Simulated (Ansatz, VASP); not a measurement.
**AgRh in VASP and in Ansatz**

```
CELL_PARAMETERS angstrom
2.77759 0.00000 0.00000
-1.38879 2.40546 0.00000
0.00000 0.00000 4.80860
ATOMIC_POSITIONS crystal
Ag 0.00000 0.00000 0.50000
Rh 0.66667 0.33333 0.00000
```

Alike in both runs: task relaxation of cell and atoms; functional r2SCAN; k mesh 12 × 12 × 6; no spin polarisation.

```csv
,VASP,Ansatz
version,VASP 6.6.1,Ansatz 0.2.0
potentials or method,"VASP PAW PBE potentials, release 64 (Ag, Rh_pv)","plane waves, PAW"
plane-wave cutoff (eV),600,500
occupations,"methfessel-paxton of order 1, width 0.15 eV","cold, width 0.15 eV"
valence electrons in the cell,26,36
```

```tsv
	VASP	Ansatz	Ansatz less VASP
relaxed volume (Å³/atom)	15.44	15.40	-0.042
relaxed cell length with the largest relative difference (Å)	2.743	2.740	-0.0037
```

VASP's potentials were made for PBE, not for r2SCAN. VASP's potentials hold 26 valence electrons a cell and Ansatz's 36, so a difference there can come from the potentials and not from the codes. Ansatz's warnings: stress scf threshold loose.
